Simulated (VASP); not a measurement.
# MgO in VASP: a series of runs

The runs below take MgO through single point, with PBEsol.

Program: VASP 6.6.1. These are calculated values, not measurements. Logs are shortened: lines on timing, memory, paths and dates and some standing lists are left out, and cuts for length are marked.

## Step 1: The cell of the first run

It takes space group Cmc2_1 (No. 36, orthorhombic). The conventional cell has a = 3.303 Å, b = 5.722 Å, c = 5.019 Å, α = 90.00°, β = 90.00°, γ = 90.00°. Mg (site symmetry m) has 4 O at 1.97 to 2.00 Å within 2.6 Å. Within 2.6 Å of O (site symmetry m) lie 4 Mg at 1.97 to 2.00 Å.

## Step 2: Single point, PBEsol (mode 4 frozen in at -0.000 Å and mode 5 at -0.072 Å (largest displacements))

INCAR

```
SYSTEM = MgO
ALGO = Normal ; EDIFF = 1E-6
ENCUT = 520 ; GGA = PS
ISIF = 2 ; ISMEAR = 0
LASPH = .True. ; LCHARG = .True.
LELF = .True. ; LREAL = .False.
LVHAR = .True. ; LWAVE = .False.
NBANDS = 16 ; NELM = 60
PREC = Accurate ; SIGMA = 0.05
```

KPOINTS

```
k-points
0
Gamma
  9 9 6
  0 0 0
```

POSCAR

```
MgO
1.0
    3.3034677759      0.0000000000      0.0000000000
   -1.6517338880      2.8608870145      0.0000000000
    0.0000000000      0.0000000000      5.0193881071
Mg O
2 2
Direct
    0.3207498235      0.6414996469      0.0036583441
    0.6792501765      0.3585003531      0.5036583441
    0.3450070779      0.6900141558      0.4009416559
    0.6549929221      0.3099858442      0.9009416559
```

Potentials or basis: VASP PAW PBE potentials, release 64 (Mg, O).

The run is started by

```
cat potpaw_PBE.64/Mg/POTCAR potpaw_PBE.64/O/POTCAR > POTCAR
mpirun -np 1 vasp_std > vasp.out
```

OUTCAR:

```text
SYSTEM = MgO
   EDIFF = 1E-6
   ENCUT = 520
   GGA = PS
   ISIF = 2
   ISMEAR = 0
   LASPH = .True.
   LREAL = .False.
   NELM = 60
   PREC = Accurate

 ion  position               nearest neighbor table
   1  0.321  0.641  0.004-   4 1.97   4 1.97   4 1.98   3 2.00   2 3.11   2 3.11   2 3.11   2 3.11
                             2 3.24   2 3.24
   2  0.679  0.359  0.504-   3 1.97   3 1.97   3 1.98   4 2.00   1 3.11   1 3.11   1 3.11   1 3.11
                             1 3.24   1 3.24
   3  0.345  0.690  0.401-   2 1.97   2 1.97   2 1.98   1 2.00
   4  0.655  0.310  0.901-   1 1.97   1 1.97   1 1.98   2 2.00

  LATTYP: Found a hexagonal cell.
 ALAT       =     3.3034677759
 C/A-ratio  =     1.5194300195

  Lattice vectors:

 A1 = (   3.3034677759,   0.0000000000,   0.0000000000)
 A2 = (  -1.6517338880,   2.8608870145,   0.0000000000)
 A3 = (   0.0000000000,   0.0000000000,   5.0193881071)

Analysis of symmetry for initial positions (statically):
=====================================================================
 Subroutine PRICEL returns:
 Original cell was already a primitive cell.

 Routine SETGRP: Setting up the symmetry group for a
 hexagonal supercell.

 Subroutine GETGRP returns: Found  4 space group operations
 (whereof  2 operations were pure point group operations)
 out of a pool of 24 trial point group operations.

The static configuration has the point symmetry C_1h.
 The point group associated with its full space group is C_2v.

Analysis of symmetry for dynamics (positions and initial velocities):
=====================================================================
 Subroutine PRICEL returns:
 Original cell was already a primitive cell.

 Routine SETGRP: Setting up the symmetry group for a
 hexagonal supercell.

 Subroutine GETGRP returns: Found  4 space group operations
 (whereof  2 operations were pure point group operations)
 out of a pool of 24 trial point group operations.

The dynamic configuration has the point symmetry C_1h.
 The point group associated with its full space group is C_2v.

 Subroutine INISYM returns: Found  4 space group operations
 (whereof  2 operations are pure point group operations),
 and found     1 'primitive' translations

----------------------------------------------------------------------------------------

                                     Primitive cell

  volume of cell :      47.4375

  direct lattice vectors                    reciprocal lattice vectors
     3.303467776  0.000000000  0.000000000     0.302712201  0.174770971  0.000000000
    -1.651733888  2.860887014  0.000000000     0.000000000  0.349541941  0.000000000
     0.000000000  0.000000000  5.019388107     0.000000000  0.000000000  0.199227471

  length of vectors
     3.303467776  3.303467776  5.019388107     0.349541941  0.349541941  0.199227471

  position of ions in fractional coordinates (direct lattice)
     0.320749824  0.641499647  0.003658344
     0.679250176  0.358500353  0.503658344
     0.345007078  0.690014156  0.400941656
     0.654992922  0.309985844  0.900941656

  ion indices of the primitive-cell ions
   primitive index   ion index
                 1           1
                 2           2
                 3           3
                 4           4

----------------------------------------------------------------------------------------

 KPOINTS: k-points

Automatic generation of k-mesh.
 Grid dimensions read from file:
 generate k-points for:    9    9    6

 Generating k-lattice:

  Cartesian coordinates                     Fractional coordinates (reciprocal lattice)
     0.033634689  0.019418997  0.000000000     0.111111111  0.000000000  0.000000000
     0.000000000  0.038837993  0.000000000     0.000000000  0.111111111  0.000000000
     0.000000000  0.000000000  0.033204579     0.000000000  0.000000000  0.166666667

  Length of vectors
     0.038837993  0.038837993  0.033204579

  Shift w.r.t. Gamma in fractional coordinates (k-lattice)
     0.000000000  0.000000000  0.000000000

 Subroutine IBZKPT returns following result:
 ===========================================

 Found    100 irreducible k-points:

 Following reciprocal coordinates:
            Coordinates               Weight
  0.000000  0.000000  0.000000      1.000000
  0.111111  0.000000  0.000000      4.000000
  0.000000  0.111111  0.000000      2.000000
  0.222222  0.000000  0.000000      4.000000
  0.000000  0.222222  0.000000      2.000000
  0.333333  0.000000  0.000000      4.000000
[... 16 lines left out ...]
 -0.222222 -0.444444  0.000000      4.000000
  0.444444  0.333333  0.000000      4.000000
 [... further k-points ...]
   k-points           NKPTS =    100   k-points in BZ     NKDIM =    100   number of bands    NBANDS=     16
   number of dos      NEDOS =    301   number of ions     NIONS =      4
   total plane-waves  NPLWV =  31360
   dimension x,y,z NGX =    28 NGY =   28 NGZ =   40
   dimension x,y,z NGXF=    56 NGYF=   56 NGZF=   80
   ions per type =               2   2
   NGX,Y,Z   is equivalent  to a cutoff of  14.09, 14.09, 13.25 a.u.
   NGXF,Y,Z  is equivalent  to a cutoff of  28.18, 28.18, 26.50 a.u.
 SYSTEM =  MgO
   PREC   = accura    normal or accurate (medium, high low for compatibility)
   ISTART =      0    job   : 0-new  1-cont  2-samecut
   ICHARG =      2    charge: 1-file 2-atom 10-const
   ISPIN  =      1    spin polarized calculation?
   LNONCOLLINEAR =      F non collinear calculations
   LSORBIT =      F    spin-orbit coupling
   LASPH  =      T    aspherical Exc in radial PAW
   ENCUT  =  520.0 eV  38.22 Ry    6.18 a.u.   6.14  6.14  9.33*2*pi/ulx,y,z
   NELM   =     60;   NELMIN=  2; NELMDL= -5     # of ELM steps
   EDIFF  = 0.1E-05   stopping-criterion for ELM
   LREAL  =      F    real-space projection
   EDIFFG = 0.1E-04   stopping-criterion for IOM
   NSW    =      0    number of steps for IOM
   IBRION =     -1    ionic relax: 0-MD 1-quasi-New 2-CG
   NFREE  =      0    steps in history (QN), initial steepest desc. (CG)
   ISIF   =      2    stress and relaxation
   ISYM   =      2    0-nonsym 1-usesym 2-fastsym
   POTIM  = 0.5000    time-step for ionic-motion
   TEBEG  =    0.0;   TEEND  =   0.0 temperature during run
   PSTRESS=    0.0 pullay stress
   NELECT =      16.0000    total number of electrons
   NUPDOWN=      -1.0000    fix difference up-down
   EMIN   =  10.00;   EMAX   =-10.00  energy-range for DOS
   EFERMI =   0.00;   METHOD = LEGACY
   ISMEAR =     0;   SIGMA  =   0.05  broadening in eV -4-tet -1-fermi 0-gaus
   EFERMI_NEDOS =   21; number of points for ismear=-14 and -15
   IALGO  =     38    algorithm
   IMIX   =      4    mixing-type and parameters
     AMIX     =   0.40;   BMIX     =  1.00
     AMIX_MAG =   1.60;   BMIX_MAG =  1.00
  volume/ion in A,a.u.               =      11.86        80.03
  Fermi-wavevector in a.u.,A,eV,Ry     =   1.139570  2.153475 17.668792  1.298620
  Thomas-Fermi vector in A             =   2.276273
   LORBIT       =      0    0 simple, 1 ext, 2 COOP (PROOUT), +10 PAW based schemes
   GGA     = PS    functional components
   LHFCALC =     F    Hartree Fock is set to
   AEXX    =    0.0000 exact exchange contribution
   IVDW    =     0    specifies the selected vdW correction
   LEPSILON=     F    determine dielectric tensor
   LRPA    =     F    only Hartree local field effects (RPA)
 non-spin polarized calculation
 Gauss-broadening in eV      SIGMA  =   0.05
  energy-cutoff  :      520.00
  volume of cell :       47.44
 maximum number of plane-waves:      1296
 NGX is ok and might be reduce to    28
   NGX = 13   NGY = 13   NGZ = 19

 number of electron      15.9999997 magnetization

 Free energy of the ion-electron system (eV)
  ---------------------------------------------------
  ext. energy  EPLUGINS =         0.00000000
  ---------------------------------------------------
  free energy    TOTEN  =       -24.52419407 eV

  energy without entropy =      -24.52419407  energy(sigma->0) =      -24.52419407

 E-fermi :   1.2967     XC(G=0):  -9.9599

 val. band max:        0.9954254450   @ k =   0.0000   0.0000   0.0000
 cond. band min:       4.3144538912   @ k =   0.0000   0.0000   0.0000
 fundamental gap:      3.3190284462
 Fermi energy:         1.2966911415

 k-point     1 :       0.0000    0.0000    0.0000
  band No.  band energies     occupation
      1     -15.1711      2.00000
      2     -14.3593      2.00000
      3      -2.3252      2.00000
      4       0.2070      2.00000
      5       0.2806      2.00000
      6       0.5054      2.00000
[... 8 lines left out ...]
     15      16.9593      0.00000
     16      17.7646      0.00000

 k-point     2 :       0.1111    0.0000    0.0000
  band No.  band energies     occupation
      1     -15.1092      2.00000
      2     -14.3371      2.00000
      3      -2.2051      2.00000
      4      -0.0831      2.00000
      5       0.1545      2.00000
      6       0.1821      2.00000
[... 8 lines left out ...]
     15      17.0311      0.00000
     16      17.3784      0.00000

 k-point     3 :       0.0000    0.1111    0.0000
  band No.  band energies     occupation
      1     -15.1078      2.00000
      2     -14.3391      2.00000
      3      -2.2015      2.00000
      4      -0.0685      2.00000
      5       0.1815      2.00000
      6       0.2153      2.00000
[... 8 lines left out ...]
     15      17.0722      0.00000
     16      17.2323      0.00000

 k-point     4 :       0.2222    0.0000    0.0000
  band No.  band energies     occupation
      1     -14.9428      2.00000
      2     -14.2859      2.00000
      3      -1.8678      2.00000
      4      -0.9262      2.00000
      5      -0.3497      2.00000
      6      -0.0140      2.00000
[... 8 lines left out ...]
     15      15.9352      0.00000
     16      16.3945      0.00000
[... 324 lines left out ...]
 k-point    22 :       0.3333    0.2222    0.0000
  band No.  band energies     occupation
      1     -14.4629      2.00000
      2     -14.2669      2.00000
      3      -1.8925      2.00000
      4      -1.0436      2.00000
      5      -0.7569      2.00000
      6      -0.6130      2.00000
[... 8 lines left out ...]
     15      14.6213      0.00000
     16      16.8721      0.00000

 k-point    23 :      -0.2222   -0.4444    0.0000
  band No.  band energies     occupation
      1     -14.4340      2.00000
      2     -14.2980      2.00000
      3      -1.8081      2.00000
      4      -1.1336      2.00000
      5      -0.7481      2.00000
      6      -0.5133      2.00000
[... 8 lines left out ...]
     15      14.4207      0.00000
     16      16.9962      0.00000

 k-point    24 :       0.4444    0.3333    0.0000
  band No.  band energies     occupation
      1     -14.4770      2.00000
      2     -14.2512      2.00000
      3      -1.9175      2.00000
      4      -1.0709      2.00000
      5      -0.7226      2.00000
      6      -0.6448      2.00000
[... 8 lines left out ...]
     15      14.9206      0.00000
     16      17.0064      0.00000

 [... further k-points ...]
[... 5 lines left out ...]
  --------------------------------------------------------------------------------------
  -------------------------------------------------------------------------------------
  Total       -0.0832081     -0.2025409     -0.0725319      0.0000000      0.0000000      0.0000000
  in kB       -2.8103135     -6.8407208     -2.4497279      0.0000000      0.0000000      0.0000000
  external PRESSURE =      -4.0335874 kB  Pullay stress =       0.0000000 kB

 VOLUME and BASIS-vectors are now :
 -----------------------------------------------------------------------------
  energy-cutoff  :      520.00
  volume of cell :       47.44
      direct lattice vectors                 reciprocal lattice vectors
     3.303467776  0.000000000  0.000000000     0.302712201  0.174770971  0.000000000
    -1.651733888  2.860887014  0.000000000     0.000000000  0.349541941  0.000000000
     0.000000000  0.000000000  5.019388107     0.000000000  0.000000000  0.199227471

 POSITION                                       TOTAL-FORCE (eV/Angst)
 -----------------------------------------------------------------------------------
      0.00000      1.83526      0.01836        -0.000000      0.219153      0.031304
      1.65173      1.02563      2.52806         0.000000     -0.219153      0.031304
     -0.00000      1.97405      2.01248         0.000000     -0.154138     -0.031304
      1.65173      0.88683      4.52218        -0.000000      0.154138     -0.031304
 -----------------------------------------------------------------------------------
    total drift:                               -0.000000     -0.000000      0.001453

  FREE ENERGIE OF THE ION-ELECTRON SYSTEM (eV)
  ---------------------------------------------------
  free  energy   TOTEN  =       -24.5241940726 eV

  energy  without entropy=      -24.5241940726  energy(sigma->0) =      -24.52419407
```

It took 27 s on 1 thread of Intel Xeon 6975P-C (Granite Rapids), shared host; peak memory 0.22 GiB.

What came out:

| Quantity | Value |
| --- | --- |
| Free energy | -24.5242 eV |
| Pressure | -0.4 GPa |
| Largest force | 0.221 eV/Å |
| Band gap on the k mesh | 3.32 eV, direct |

Forces in eV/Å, atoms in the order of the input:
```
Mg   0.000  0.219  0.031
Mg   0.000 -0.219  0.031
O    0.000 -0.154 -0.031
O    0.000  0.154 -0.031
```

Caveat: the cell differs from its parent crystal (mode 4 frozen in at -0.000 Å and mode 5 at -0.072 Å (largest displacements)); the PAW data sets were made with another functional, which shifts forces and pressure a little. A k mesh can miss the band edges.

## Step 3: Single point, PBEsol (mode 4 frozen in at -0.036 Å and mode 5 at +0.036 Å (largest displacements))

INCAR

```
SYSTEM = MgO
ALGO = Normal
EDIFF = 1E-6
ENCUT = 520
GGA = PS
ISIF = 2
ISMEAR = 0
LASPH = .True.
LCHARG = .False.
LREAL = .False.
LWAVE = .False.
NBANDS = 16
NELM = 60
PREC = Accurate
SIGMA = 0.05
```

KPOINTS is that of step 2.

POSCAR

```
MgO
1.0
    3.3034677759      0.0000000000      0.0000000000
   -1.6517338880      2.8608870145      0.0000000000
    0.0000000000      0.0000000000      5.0193881071
Mg O
2 2
Direct
    0.3287274491      0.6792501765      0.0036583441
    0.6712725509      0.3207498235      0.5036583441
    0.3376062204      0.6549929221      0.4009416559
    0.6623937796      0.3450070779      0.9009416559
```

Potentials or basis: VASP PAW PBE potentials, release 64 (Mg, O).

The run is started by

```
cat potpaw_PBE.64/Mg/POTCAR potpaw_PBE.64/O/POTCAR > POTCAR
mpirun -np 1 vasp_std > vasp.out
```

Wall time 3.7 min (1 thread of Intel Xeon 8259CL, shared host); peak memory 0.26 GiB.

It converged, with:

* Free energy: -24.5372 eV
* Pressure: -0.4 GPa
* Largest force: 0.162 eV/Å
* Band gap on the k mesh: 3.34 eV, direct

Forces on the atoms (eV/Å):
```
Mg   0.110 -0.119  0.017
Mg  -0.110  0.119  0.017
O   -0.077  0.073 -0.017
O    0.077 -0.073 -0.017
```

Stress tensor (GPa, compression positive):
```
-0.43  0.10  0.00
 0.10 -0.38  0.00
 0.00  0.00 -0.27
```

Levels at points of the mesh, in eV from the valence-band top:
| k point | band 5 | band 6 | band 7 | band 8 | band 9 | band 10 | band 11 | band 12 |
| --- | --- | --- | --- | --- | --- | --- | --- | --- |
| (0.00, 0.00, 0.00) | -0.72 | -0.46 | -0.37 | 0.00 | 3.34 | 8.37 | 10.14 | 13.88 |
| (0.00, 0.00, 0.50) | -0.59 | -0.59 | -0.57 | -0.57 | 5.85 | 5.85 | 13.00 | 13.00 |

Caveat: the cell differs from its parent crystal (mode 4 frozen in at -0.036 Å and mode 5 at +0.036 Å (largest displacements)); the PAW data sets were made with another functional, which shifts forces and pressure a little.

## Step 4: Single point, PBEsol (mode 4 frozen in at -0.036 Å and mode 5 at -0.036 Å (largest displacements))

INCAR

```
PREC     = Accurate       # precision mode
ENCUT    = 520            # plane-wave cutoff, eV
EDIFF    = 1E-7           # SCF threshold, eV
ISMEAR   = 0              # smearing method
SIGMA    = 0.05           # smearing width, eV
LREAL    = F              # projectors in reciprocal space
LASPH    = T              # aspherical terms in the spheres
NELM     = 100            # most SCF steps
ALGO     = Normal         # electronic algorithm
ISIF     = 2              # what is computed and relaxed
LWAVE    = F              # write WAVECAR
LCHARG   = F              # write CHGCAR
GGA      = PS             # functional
NBANDS   = 16             # bands
```

KPOINTS

```
regular mesh
0
Gamma
  9 9 6
```

POSCAR

```
MgO
1.0
    3.3034677759      0.0000000000      0.0000000000
   -1.6517338880      2.8608870145      0.0000000000
    0.0000000000      0.0000000000      5.0193881071
Mg O
2 2
Direct
    0.3161439392      0.6540831568      0.0036583441
    0.6838560608      0.3459168432      0.5036583441
    0.3492799650      0.6783404112      0.4009416559
    0.6507200350      0.3216595888      0.9009416559
```

The run is started by

```
cat potpaw_PBE.64/Mg/POTCAR potpaw_PBE.64/O/POTCAR > POTCAR
mpirun -np 1 vasp_std > vasp.out
```

It took 3.7 min on 1 thread of Intel Xeon 8259CL, shared host; peak memory 0.26 GiB.

It converged, with:

| Item | Value |
| --- | --- |
| Free energy | -24.5370 eV |
| Pressure | -0.4 GPa |
| Largest force | 0.175 eV/Å |
| Band gap on the k mesh | 3.34 eV, direct |

Forces in eV/Å, atoms in the order of the input:
```
Mg   0.127  0.119  0.017
Mg  -0.127 -0.119  0.017
O   -0.068 -0.072 -0.017
O    0.068  0.072 -0.017
```

Stress tensor (GPa, compression positive):
```
-0.38 -0.05  0.00
-0.05 -0.43  0.00
 0.00  0.00 -0.26
```

Levels at points of the mesh, in eV from the valence-band top:
```csv
k point,band 5,band 6,band 7,band 8,band 9,band 10,band 11,band 12
"(0.00, 0.00, 0.00)",-0.72,-0.46,-0.37,0.00,3.34,8.37,10.14,13.86
"(0.00, 0.00, 0.50)",-0.59,-0.59,-0.57,-0.57,5.85,5.85,13.00,13.00
```

Caveat: the cell differs from its parent crystal (mode 4 frozen in at -0.036 Å and mode 5 at -0.036 Å (largest displacements)); the PAW data sets were made with another functional, which shifts forces and pressure a little. A k mesh can miss the band edges.

## Step 5: Single point, PBEsol (mode 4 frozen in at -0.036 Å and mode 5 at -0.000 Å (largest displacements))

INCAR, as its differences from that of step 4:

```diff
@@ -2,3 +2,3 @@
 ENCUT    = 520            # plane-wave cutoff, eV
-EDIFF    = 1E-7           # SCF threshold, eV
+EDIFF    = 1E-6           # SCF threshold, eV
 ISMEAR   = 0              # smearing method
@@ -7,3 +7,3 @@
 LASPH    = T              # aspherical terms in the spheres
-NELM     = 100            # most SCF steps
+NELM     = 80             # most SCF steps
 ALGO     = Normal         # electronic algorithm
```

KPOINTS is that of step 4.

POSCAR

```
MgO
1.0
    3.3034677759      0.0000000000      0.0000000000
   -1.6517338880      2.8608870145      0.0000000000
    0.0000000000      0.0000000000      5.0193881071
Mg O
2 2
Direct
    0.3224356941      0.6666666667      0.0036583441
    0.6775643059      0.3333333333      0.5036583441
    0.3434430927      0.6666666667      0.4009416559
    0.6565569073      0.3333333333      0.9009416559
```

The run is started by

```
cat potpaw_PBE.64/Mg/POTCAR potpaw_PBE.64/O/POTCAR > POTCAR
mpirun -np 1 vasp_std > vasp.out
```

Run time: 2.9 min. Hardware: 1 thread of Intel Xeon 8259CL, shared host; peak memory 0.26 GiB.

It converged, with:

```
Free energy            : -24.5438 eV
Pressure               : -0.3 GPa
Largest force          : 0.119 eV/Å
Band gap on the k mesh : 3.35 eV, direct
```

Forces in eV/Å, atoms in the order of the input:
```
Mg   0.119  0.004  0.010
Mg  -0.119 -0.004  0.010
O   -0.072  0.002 -0.010
O    0.072 -0.002 -0.010
```

Stress tensor (GPa, compression positive):
```
-0.40  0.03  0.00
 0.03 -0.33  0.00
 0.00  0.00 -0.28
```

Levels at points of the mesh, in eV from the valence-band top:
```
           k point  band 5  band 6  band 7  band 8  band 9  band 10  band 11  band 12
(0.00, 0.00, 0.00)   -0.72   -0.44   -0.38    0.00    3.35     8.38    10.15    13.92
(0.00, 0.00, 0.50)   -0.58   -0.58   -0.57   -0.57    5.85     5.85    13.01    13.01
```

Caveat: the cell differs from its parent crystal (mode 4 frozen in at -0.036 Å and mode 5 at -0.000 Å (largest displacements)); the PAW data sets were made with another functional, which shifts forces and pressure a little. A k mesh can miss the band edges.
